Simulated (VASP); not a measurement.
Here is a VASP 6.6.1 calculation.

INCAR

```
PREC = Accurate
ENCUT = 520
EDIFF = 1E-6
ISMEAR = 0
SIGMA = 0.15
LREAL = Auto
LASPH = True
NELM = 100
ALGO = Normal
ISIF = 2
LWAVE = False
LCHARG = False
GGA = PE
IVDW = 12
NBANDS = 34
```

Contents of KPOINTS:

```
Automatic mesh
0
Gamma
  5 6 4
```

Contents of POSCAR:

```
NaBe16
1.0
   -2.2900000000     -3.9663960000      0.0000000000
    3.4350000000     -1.9831980000      0.0000000000
    0.0000000000      0.0000000000      7.1768600000
Be Na
16 1
Direct
    0.7544294076      0.4766988735      0.0340421179
    0.4628636929      0.3962504170      0.2962888291
    0.6985543209      0.2957515637      0.5562942780
    0.5099507920      0.3909747054      0.7934241262
    0.5101179184     -0.0588163580     -0.0432974908
    0.2936299179      0.8326816075      0.2027578638
    0.4628016526     -0.0636623395      0.4539038576
    0.2615289441      0.8639245188      0.7378858083
    0.2615164833      0.4683701981      0.0123631713
    0.0668006243      0.2533450376      0.2322214543
    0.2934444714      0.4998637848      0.5473491651
    0.0051771186      0.3593138913      0.7672353750
    0.0052418617     -0.0268250698     -0.0170019162
    0.6984965200      1.0369283489      0.1937851891
    0.0667542627      0.0790583418      0.5181920915
    0.7542938086      0.8556410774      0.7160735638
   -0.1089541970      0.6663788014      0.3749849158
```

Potentials or basis: VASP PAW PBE potentials, release 64 (Be, Na_pv).

Launch:

```console
$ cat potpaw_PBE.64/Be/POTCAR potpaw_PBE.64/Na_pv/POTCAR > POTCAR
$ mpirun -np 1 vasp_std > vasp.out
```

**Question.** Estimate the largest force.

**Answer.** 0.014 eV/Å.

**Question.** What does it give for the dispersion energy per atom?

**Answer.** -0.384 eV.

Stress tensor (GPa, compression positive):
```
13.41  1.41  3.80
 1.41 15.04 -2.19
 3.80 -2.19 21.93
```
